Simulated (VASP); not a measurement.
# MoRu2 (P-62m) in VASP: a series of runs

MoRu2 is run at these levels: PBE; tasks: relaxation of shape and atoms at fixed volume, relaxation of cell and atoms.

Everything below comes from runs of VASP 6.6.1. Logs are shortened: lines on timing, memory, paths and dates and some standing lists are left out, and cuts for length are marked.

## (1) The cell of the first run

The structure is hexagonal, space group P-62m (No. 189). Conventional cell: a = 4.682 Å, b = 4.682 Å, c = 4.288 Å, α = 90.00°, β = 90.00°, γ = 120.00°. Within 3.5 Å of Mo (site symmetry -6) lie 9 Ru at 2.66 to 2.70 Å and 3 Mo at 2.70 Å. Ru (site symmetry -62m) has 6 Ru at 2.65 Å and 6 Mo at 2.70 Å within 3.5 Å. Ru (site symmetry m2m) has 8 Ru at 2.65 to 2.71 Å and 4 Mo at 2.66 Å within 3.5 Å.

## (2) Relaxation of shape and atoms at fixed volume, PBE (13.56 Å³/atom)

Contents of INCAR:

```
SYSTEM = MoRu2
PREC     = Accurate       ! precision mode
ENCUT    = 500            ! plane-wave cutoff, eV
EDIFF    = 1E-7           ! SCF threshold, eV
ISMEAR   = 0              ! smearing method
SIGMA    = 0.1            ! smearing width, eV
LREAL    = .False.        ! projectors in reciprocal space
LASPH    = .True.         ! aspherical terms in the spheres
NELM     = 120            ! most SCF steps
ALGO     = Normal         ! electronic algorithm
ISIF     = 4              ! what is computed and relaxed
LWAVE    = .False.        ! write WAVECAR
LCHARG   = .False.        ! write CHGCAR
GGA      = PE             ! functional
IBRION   = 2              ! ionic algorithm
NSW      = 50             ! ionic steps
EDIFFG   = -0.01          ! ionic threshold
GGA_COMPAT= .False.      
NELMIN   = 4
```

Contents of KPOINTS:

```
regular mesh
0
Gamma
  12 12 8
  0 0 0
```

Contents of POSCAR:

```
MoRu2
1.0
    4.6815405729      0.0000000000      0.0000000000
   -2.3407702864      4.0543330650      0.0000000000
    0.0000000000      0.0000000000      4.2879527251
Mo Ru
2 4
Direct
    0.6666666667      0.3333333333      0.0000000000
    0.3333333333      0.6666666667      0.0000000000
    0.0000000000      0.0000000000      0.0000000000
    0.0000000000      0.3308985472      0.5000000000
    0.6691014528      0.6691014528      0.5000000000
    0.3308985472      0.0000000000      0.5000000000
```

Potentials or basis: VASP PAW PBE potentials, release 64 (Mo_sv, Ru_pv).

Launch:

```
$ cat potpaw_PBE.64/Mo_sv/POTCAR potpaw_PBE.64/Ru_pv/POTCAR > POTCAR
$ mpirun -np 1 vasp_std > vasp.out
```

OUTCAR:

```text
SYSTEM = MoRu2
   PREC = Accurate
   ENCUT = 500
   EDIFF = 1E-7
   ISMEAR = 0
   LREAL = .False.
   LASPH = .True.
   NELM = 120
   ISIF = 4
   GGA = PE
   IBRION = 2
   NSW = 50
   EDIFFG = -0.01
   NELMIN = 4

 ion  position               nearest neighbor table
   1  0.667  0.333  0.000-   4 2.66   4 2.66   6 2.66   6 2.66   5 2.66   5 2.66   3 2.70   2 2.70
                             2 2.70   3 2.70   3 2.70   2 2.70
   2  0.333  0.667  0.000-   6 2.66   6 2.66   4 2.66   4 2.66   5 2.66   5 2.66   3 2.70   1 2.70
                             1 2.70   3 2.70   3 2.70   1 2.70
   3  0.000  0.000  0.000-   4 2.65   4 2.65   6 2.65   6 2.65   5 2.65   5 2.65   1 2.70   2 2.70
                             2 2.70   1 2.70   1 2.70   2 2.70
   4  0.000  0.331  0.500-   3 2.65   3 2.65   1 2.66   1 2.66   2 2.66   2 2.66   6 2.68   5 2.68
                             5 2.71   6 2.71   6 2.71   5 2.71
   5  0.669  0.669  0.500-   3 2.65   3 2.65   1 2.66   1 2.66   2 2.66   2 2.66   4 2.68   6 2.68
                             4 2.71   6 2.71   6 2.71   4 2.71
   6  0.331  0.000  0.500-   3 2.65   3 2.65   2 2.66   2 2.66   1 2.66   1 2.66   4 2.68   5 2.68
                             5 2.71   4 2.71   5 2.71   4 2.71

  LATTYP: Found a hexagonal cell.
 ALAT       =     4.6815405729
 C/A-ratio  =     0.9159277076

  Lattice vectors:

 A1 = (   4.6815405729,   0.0000000000,   0.0000000000)
 A2 = (  -2.3407702864,   4.0543330650,   0.0000000000)
 A3 = (   0.0000000000,   0.0000000000,   4.2879527251)

Analysis of symmetry for initial positions (statically):
=====================================================================
 Subroutine PRICEL returns:
 Original cell was already a primitive cell.

 Routine SETGRP: Setting up the symmetry group for a
 hexagonal supercell.

 Subroutine GETGRP returns: Found 12 space group operations
 (whereof 12 operations were pure point group operations)
 out of a pool of 24 trial point group operations.

The static configuration has the point symmetry D_3h.

Analysis of symmetry for dynamics (positions and initial velocities):
=====================================================================
 Subroutine PRICEL returns:
 Original cell was already a primitive cell.

 Routine SETGRP: Setting up the symmetry group for a
 hexagonal supercell.

 Subroutine GETGRP returns: Found 12 space group operations
 (whereof 12 operations were pure point group operations)
 out of a pool of 24 trial point group operations.

The dynamic configuration has the point symmetry D_3h.

 Subroutine INISYM returns: Found 12 space group operations
 (whereof 12 operations are pure point group operations),
 and found     1 'primitive' translations

----------------------------------------------------------------------------------------

                                     Primitive cell

  volume of cell :      81.3876

  direct lattice vectors                    reciprocal lattice vectors
     4.681540573  0.000000000  0.000000000     0.213604899  0.123324846  0.000000000
    -2.340770286  4.054333065  0.000000000     0.000000000  0.246649692  0.000000000
     0.000000000  0.000000000  4.287952725     0.000000000  0.000000000  0.233211526

  length of vectors
     4.681540573  4.681540573  4.287952725     0.246649692  0.246649692  0.233211526

  position of ions in fractional coordinates (direct lattice)
     0.666666667  0.333333333  0.000000000
     0.333333333  0.666666667  0.000000000
     0.000000000  0.000000000  0.000000000
     0.000000000  0.330898547  0.500000000
     0.669101453  0.669101453  0.500000000
     0.330898547  0.000000000  0.500000000

  ion indices of the primitive-cell ions
   primitive index   ion index
                 1           1
                 2           2
                 3           3
                 4           4
                 5           5
                 6           6

----------------------------------------------------------------------------------------

 KPOINTS: regular mesh

Automatic generation of k-mesh.
 Grid dimensions read from file:
 generate k-points for:   12   12    8

 Generating k-lattice:

  Cartesian coordinates                     Fractional coordinates (reciprocal lattice)
     0.017800408  0.010277070  0.000000000     0.083333333  0.000000000  0.000000000
     0.000000000  0.020554141  0.000000000     0.000000000  0.083333333  0.000000000
     0.000000000  0.000000000  0.029151441     0.000000000  0.000000000  0.125000000

  Length of vectors
     0.020554141  0.020554141  0.029151441

  Shift w.r.t. Gamma in fractional coordinates (k-lattice)
     0.000000000  0.000000000  0.000000000

 Subroutine IBZKPT returns following result:
 ===========================================

 Found     95 irreducible k-points:

 Following reciprocal coordinates:
            Coordinates               Weight
  0.000000  0.000000  0.000000      1.000000
  0.083333 -0.000000  0.000000      6.000000
  0.166667 -0.000000  0.000000      6.000000
  0.250000  0.000000  0.000000      6.000000
  0.333333  0.000000  0.000000      6.000000
  0.416667  0.000000  0.000000      6.000000
[... 16 lines left out ...]
  0.250000  0.000000  0.125000     12.000000
  0.333333  0.000000  0.125000     12.000000
 [... further k-points ...]
   k-points           NKPTS =     95   k-points in BZ     NKDIM =     95   number of bands    NBANDS=     50
   number of dos      NEDOS =    301   number of ions     NIONS =      6
   total plane-waves  NPLWV =  41472
   dimension x,y,z NGX =    36 NGY =   36 NGZ =   32
   dimension x,y,z NGXF=    72 NGYF=   72 NGZF=   64
   ions per type =               2   4
   NGX,Y,Z   is equivalent  to a cutoff of  12.78, 12.78, 12.41 a.u.
   NGXF,Y,Z  is equivalent  to a cutoff of  25.57, 25.57, 24.81 a.u.
 SYSTEM =  MoRu2
   PREC   = accura    normal or accurate (medium, high low for compatibility)
   ISTART =      0    job   : 0-new  1-cont  2-samecut
   ICHARG =      2    charge: 1-file 2-atom 10-const
   ISPIN  =      1    spin polarized calculation?
   LNONCOLLINEAR =      F non collinear calculations
   LSORBIT =      F    spin-orbit coupling
   LASPH  =      T    aspherical Exc in radial PAW
   ENCUT  =  500.0 eV  36.75 Ry    6.06 a.u.   8.54  8.54  7.82*2*pi/ulx,y,z
   NELM   =    120;   NELMIN=  4; NELMDL= -5     # of ELM steps
   EDIFF  = 0.1E-06   stopping-criterion for ELM
   LREAL  =      F    real-space projection
   EDIFFG = -.1E-01   stopping-criterion for IOM
   NSW    =     50    number of steps for IOM
   IBRION =      2    ionic relax: 0-MD 1-quasi-New 2-CG
   NFREE  =      1    steps in history (QN), initial steepest desc. (CG)
   ISIF   =      4    stress and relaxation
   ISYM   =      2    0-nonsym 1-usesym 2-fastsym
   POTIM  = 0.5000    time-step for ionic-motion
   TEBEG  =    0.0;   TEEND  =   0.0 temperature during run
   PSTRESS=    0.0 pullay stress
   NELECT =      84.0000    total number of electrons
   NUPDOWN=      -1.0000    fix difference up-down
   EMIN   =  10.00;   EMAX   =-10.00  energy-range for DOS
   EFERMI =   0.00;   METHOD = LEGACY
   ISMEAR =     0;   SIGMA  =   0.10  broadening in eV -4-tet -1-fermi 0-gaus
   EFERMI_NEDOS =   21; number of points for ismear=-14 and -15
   IALGO  =     38    algorithm
   IMIX   =      4    mixing-type and parameters
     AMIX     =   0.40;   BMIX     =  1.00
     AMIX_MAG =   1.60;   BMIX_MAG =  1.00
  volume/ion in A,a.u.               =      13.56        91.54
  Fermi-wavevector in a.u.,A,eV,Ry     =   1.654430  3.126420 37.241054  2.737140
  Thomas-Fermi vector in A             =   2.742699
   LORBIT       =      0    0 simple, 1 ext, 2 COOP (PROOUT), +10 PAW based schemes
   GGA     = PE    functional components
   LHFCALC =     F    Hartree Fock is set to
   AEXX    =    0.0000 exact exchange contribution
   IVDW    =     0    specifies the selected vdW correction
   LEPSILON=     F    determine dielectric tensor
   LRPA    =     F    only Hartree local field effects (RPA)
 conjugate gradient relaxation of ions
 non-spin polarized calculation
 Gauss-broadening in eV      SIGMA  =   0.10
  energy-cutoff  :      500.00
  volume of cell :       81.39
 maximum number of plane-waves:      2104
 NGX is ok and might be reduce to    36
   NGX = 17   NGY = 17   NGZ = 15

--------------------------------------- Ionic step        1  -------------------------------------------

 number of electron      84.0000011 magnetization

 Free energy of the ion-electron system (eV)
  ---------------------------------------------------
  ext. energy  EPLUGINS =         0.00000000
  ---------------------------------------------------
  free energy    TOTEN  =       -58.44751018 eV

  energy without entropy =      -58.41458015  energy(sigma->0) =      -58.43104517

------------------------ aborting loop because EDIFF is reached ----------------------------------------

  FORCE on cell =-STRESS in cart. coord.  units (eV):
  Direction    XX          YY          ZZ          XY          YZ          ZX
  --------------------------------------------------------------------------------------
  -------------------------------------------------------------------------------------
  Total       10.5110687     10.5110687     10.8007803      0.0000000     -0.0000000      0.0000000
  in kB      206.9184672    206.9184672    212.6216628      0.0000000     -0.0000000      0.0000000
  external PRESSURE =     208.8195324 kB  Pullay stress =       0.0000000 kB
[... 105 lines left out ...]
  energy  without entropy=      -58.4150114877  energy(sigma->0) =      -58.43131507

--------------------------------------- Ionic step        4  -------------------------------------------

 number of electron      84.0000011 magnetization

 Free energy of the ion-electron system (eV)
  ---------------------------------------------------
  ext. energy  EPLUGINS =         0.00000000
  ---------------------------------------------------
  free energy    TOTEN  =       -58.44763653 eV

  energy without entropy =      -58.41493672  energy(sigma->0) =      -58.43128663

 E-fermi :  13.3463     XC(G=0): -14.1489

 val. band max:       13.3460906050   @ k =   0.1667   0.0833   0.3750
 cond. band min:      13.3476974201   @ k =   0.2500   0.1667   0.5000
 fundamental gap:      0.0016068151
 Fermi energy:        13.3463462727

 k-point     1 :       0.0000    0.0000    0.0000
  band No.  band energies     occupation
      1     -47.4135      2.00000
      2     -47.2214      2.00000
      3     -29.7999      2.00000
      4     -29.6099      2.00000
      5     -29.6099      2.00000
      6     -29.5550      2.00000
[... 1261 lines left out ...]
     49      15.9499      0.00000
     50      16.4855      0.00000

 [... further k-points ...]

------------------------ aborting loop because EDIFF is reached ----------------------------------------

  FORCE on cell =-STRESS in cart. coord.  units (eV):
  Direction    XX          YY          ZZ          XY          YZ          ZX
  --------------------------------------------------------------------------------------
  -------------------------------------------------------------------------------------
  Total       10.6034877     10.6034877     10.6038729      0.0000000     -0.0000000      0.0000000
  in kB      208.7378058    208.7378058    208.7453887      0.0000000     -0.0000000      0.0000000
  external PRESSURE =     208.7403334 kB  Pullay stress =       0.0000000 kB
[... 21 lines left out ...]
  FREE ENERGIE OF THE ION-ELECTRON SYSTEM (eV)
  ---------------------------------------------------
  free  energy   TOTEN  =       -58.4476365336 eV

  energy  without entropy=      -58.4149367212  energy(sigma->0) =      -58.43128663

 reached required accuracy - stopping structural energy minimisation
```

It took 22 min on 1 thread of AMD EPYC 9755, shared host; peak memory 0.37 GiB.

Results:

```yaml
Free_energy: -58.4476 eV
Energy_gained_by_relaxing: 0.0 meV/atom
Ionic_steps: 4
Pressure_after_relaxing: 20.9 GPa
Band_gap_on_the_k_mesh: zero (bands 42 and 43 overlap by 0.92 eV)
```

Step by step:
| step | energy change (eV) | largest force (eV/Å) | pressure (GPa) | volume (Å³) |
| --- | --- | --- | --- | --- |
| 1 | 0.0000 | 0.0074 | 20.88 | 81.39 |
| 2 | -0.0002 | 0.0050 | 20.86 | 81.39 |
| 3 | -0.0001 | 0.0021 | 20.87 | 81.39 |
| 4 | -0.0001 | 0.0005 | 20.87 | 81.39 |

Final structure:
```yaml
crystal:
  lattice:
    - [4.67954, 0.00000, 0.00000]
    - [-2.33977, 4.05260, 0.00000]
    - [0.00000, 0.00000, 4.29162]
  atoms:
    - { symbol: Mo, position: [0.66667, 0.33333, 0.00000] }
    - { symbol: Mo, position: [0.33333, 0.66667, 0.00000] }
    - { symbol: Ru, position: [0.00000, 0.00000, 0.00000] }
    - { symbol: Ru, position: [0.00000, 0.33094, 0.50000] }
    - { symbol: Ru, position: [0.66906, 0.66906, 0.50000] }
    - { symbol: Ru, position: [0.33094, 0.00000, 0.50000] }
```

Levels at points of the mesh, in eV from the Fermi level:
```csv
k point,band 38,band 39,band 40,band 41,band 42,band 43,band 44,band 45,band 46,band 47
"(0.00, 0.00, 0.00)",-1.24,-1.24,-0.72,-0.72,-0.12,-0.12,1.73,1.78,1.94,1.94
"(0.50, 0.00, 0.00)",-1.21,-1.01,-0.78,-0.65,-0.27,0.14,0.37,0.51,1.54,1.85
"(0.00, 0.00, 0.50)",-1.95,-1.50,-1.50,-0.60,-0.60,-0.30,-0.30,1.19,1.19,1.72
"(0.50, 0.00, 0.50)",-0.95,-0.87,-0.82,-0.37,0.19,0.79,1.54,1.55,1.93,1.93
```

## (3) Relaxation of shape and atoms at fixed volume, PBE (14.86 Å³/atom)

This run uses another cell than the first one, of 14.86 Å³/atom.

Contents of INCAR:

```
SYSTEM = MoRu2
  PREC = Accurate
  ENCUT = 500
  EDIFF = 1E-7
  ISMEAR = 0
  SIGMA = 0.1
  LREAL = .False.
  LASPH = .True.
  NELM = 120
  ALGO = Normal
  ISIF = 4
  LWAVE = .False.
  LCHARG = .False.
  GGA = PE
  IBRION = 2
  NSW = 50
  EDIFFG = -0.01
  GGA_COMPAT = .False.
  NELMIN = 4
```

Contents of KPOINTS:

```
Automatic mesh
0
Gamma
  12 12 8
  0 0 0
```

Contents of POSCAR:

```
MoRu2
1.0
    4.8284396973      0.0000000000      0.0000000000
   -2.4142198487      4.1815514385      0.0000000000
    0.0000000000      0.0000000000      4.4169585035
Mo Ru
2 4
Direct
    0.6666666667      0.3333333333      0.0000000000
    0.3333333333      0.6666666667      0.0000000000
    0.0000000000      0.0000000000      0.0000000000
    0.0000000000      0.3308135000      0.5000000000
    0.6691865000      0.6691865000      0.5000000000
    0.3308135000      0.0000000000      0.5000000000
```

Potentials or basis: VASP PAW PBE potentials, release 64 (Mo_sv, Ru_pv).

Launch:

```
$ cat potpaw_PBE.64/Mo_sv/POTCAR potpaw_PBE.64/Ru_pv/POTCAR > POTCAR
$ mpirun -np 1 vasp_std > vasp.out
```

Run time: 13 min. Hardware: 1 thread of Oxide Virtual Turin-like, shared host; peak memory 0.39 GiB.

The run converged. Its results:

| Quantity | Value |
| --- | --- |
| Free energy | -58.7107 eV |
| Energy gained by relaxing | 0.0 meV/atom |
| Ionic steps | 3 |
| Pressure after relaxing | -7.8 GPa |
| Largest force after relaxing | 0.004 eV/Å |
| Band gap on the k mesh | zero (bands 42 and 43 overlap by 0.76 eV) |

Forces in eV/Å, atoms in the order of the input:
```
Mo   0.000  0.000  0.000
Mo   0.000  0.000  0.000
Ru   0.000  0.000  0.000
Ru   0.002 -0.004  0.000
Ru   0.002  0.004  0.000
Ru  -0.004  0.000  0.000
```

Step by step:
```
step  energy change (eV)  largest force (eV/Å)  pressure (GPa)  volume (Å³)
   1              0.0000                0.0130           -7.82        89.18
   2             -0.0001                0.0002           -7.80        89.18
   3             -0.0002                0.0043           -7.80        89.18
```

Final structure:
```
Mo Ru
1.0
     4.83101    0.00000    0.00000
    -2.41550    4.18377    0.00000
     0.00000    0.00000    4.41227
Mo Ru
2 4
Direct
  0.66667 0.33333 0.00000
  0.33333 0.66667 0.00000
  0.00000 0.00000 0.00000
  0.00000 0.33072 0.50000
  0.66928 0.66928 0.50000
  0.33072 0.00000 0.50000
```

Levels at points of the mesh, in eV from the Fermi level:
| k point | band 39 | band 40 | band 41 | band 42 | band 43 | band 44 | band 45 | band 46 |
| --- | --- | --- | --- | --- | --- | --- | --- | --- |
| (0.00, 0.00, 0.00) | -1.07 | -0.65 | -0.65 | -0.09 | -0.09 | 1.52 | 1.60 | 1.72 |
| (0.50, 0.00, 0.00) | -0.87 | -0.68 | -0.59 | -0.20 | 0.17 | 0.32 | 0.44 | 1.32 |
| (0.00, 0.00, 0.50) | -1.37 | -1.37 | -0.49 | -0.49 | -0.23 | -0.23 | 1.05 | 1.05 |
| (0.50, 0.00, 0.50) | -0.76 | -0.73 | -0.32 | 0.17 | 0.68 | 1.33 | 1.35 | 1.64 |

## (4) Relaxation of cell and atoms, PBE

This run uses another cell than the first one, of 14.43 Å³/atom.

Contents of INCAR:

```
PREC = Accurate ; ENCUT = 500
EDIFF = 1E-7 ; ISMEAR = 0
SIGMA = 0.1 ; LREAL = False
LASPH = True ; NELM = 120
ALGO = Normal ; ISIF = 3
LWAVE = False ; LCHARG = False
GGA = PE ; IBRION = 2
NSW = 100 ; EDIFFG = -0.01
GGA_COMPAT = False ; NELMIN = 4
```

Contents of KPOINTS:

```
Automatic mesh
0
Gamma
  12 12 8
```

Contents of POSCAR:

```
MoRu2
1.0
    4.7810990000      0.0000000000      0.0000000000
   -2.3905495000      4.1405532000      0.0000000000
    0.0000000000      0.0000000000      4.3736522000
Mo Ru
2 4
Direct
    0.6666667000      0.3333333000      0.0000000000
    0.3333333000      0.6666667000      0.0000000000
    0.0000000000      0.0000000000      0.0000000000
    0.0000000000      0.3308135000      0.5000000000
    0.6691865000      0.6691865000      0.5000000000
    0.3308135000      0.0000000000      0.5000000000
```

Launch:

```
$ cat potpaw_PBE.64/Mo_sv/POTCAR potpaw_PBE.64/Ru_pv/POTCAR > POTCAR
$ mpirun -np 1 vasp_std > vasp.out
```

It took 12 min on 1 thread of Oxide Virtual Turin-like, shared host; peak memory 0.38 GiB.

The run converged. Its results:

```yaml
Free_energy: -58.7730 eV
Relaxed_volume: 14.44 Å³/atom
Relaxed_cell: a = 4.782 Å, b = 4.782 Å, c = 4.375 Å, α = 90.00°, β = 90.00°, γ = 120.00°
Space_group_after_relaxing_to_0.1_Å: P-62m (No. 189)
Energy_gained_by_relaxing: 0.0 meV/atom
Ionic_steps: 3
Pressure_after_relaxing: 0.0 GPa
Largest_force_after_relaxing: 0.006 eV/Å
Band_gap_on_the_k_mesh: zero (bands 42 and 43 overlap by 0.80 eV)
```

Forces on the atoms (eV/Å):
```
Mo   0.000  0.000  0.000
Mo   0.000  0.000  0.000
Ru   0.000  0.000  0.000
Ru   0.003 -0.005  0.000
Ru   0.003  0.005  0.000
Ru  -0.006  0.000  0.000
```

Final structure:
```yaml
crystal:
  lattice:
    - [4.78224, 0.00000, 0.00000]
    - [-2.39112, 4.14154, 0.00000]
    - [0.00000, 0.00000, 4.37451]
  atoms:
    - { symbol: Mo, position: [0.66667, 0.33333, 0.00000] }
    - { symbol: Mo, position: [0.33333, 0.66667, 0.00000] }
    - { symbol: Ru, position: [0.00000, 0.00000, 0.00000] }
    - { symbol: Ru, position: [0.00000, 0.33079, 0.50000] }
    - { symbol: Ru, position: [0.66921, 0.66921, 0.50000] }
    - { symbol: Ru, position: [0.33079, 0.00000, 0.50000] }
```

Levels at points of the mesh, in eV from the Fermi level:
```
           k point  band 38  band 39  band 40  band 41  band 42  band 43  band 44  band 45  band 46  band 47
(0.00, 0.00, 0.00)    -1.12    -1.12    -0.67    -0.67    -0.10    -0.10     1.59     1.65     1.79     1.79
(0.50, 0.00, 0.00)    -1.17    -0.91    -0.71    -0.61    -0.22     0.16     0.34     0.46     1.39     1.66
(0.00, 0.00, 0.50)    -1.80    -1.41    -1.41    -0.52    -0.52    -0.25    -0.25     1.09     1.09     1.57
(0.50, 0.00, 0.50)    -0.87    -0.79    -0.75    -0.33     0.18     0.71     1.39     1.41     1.73     1.75
```

[end of part 1 of 2]
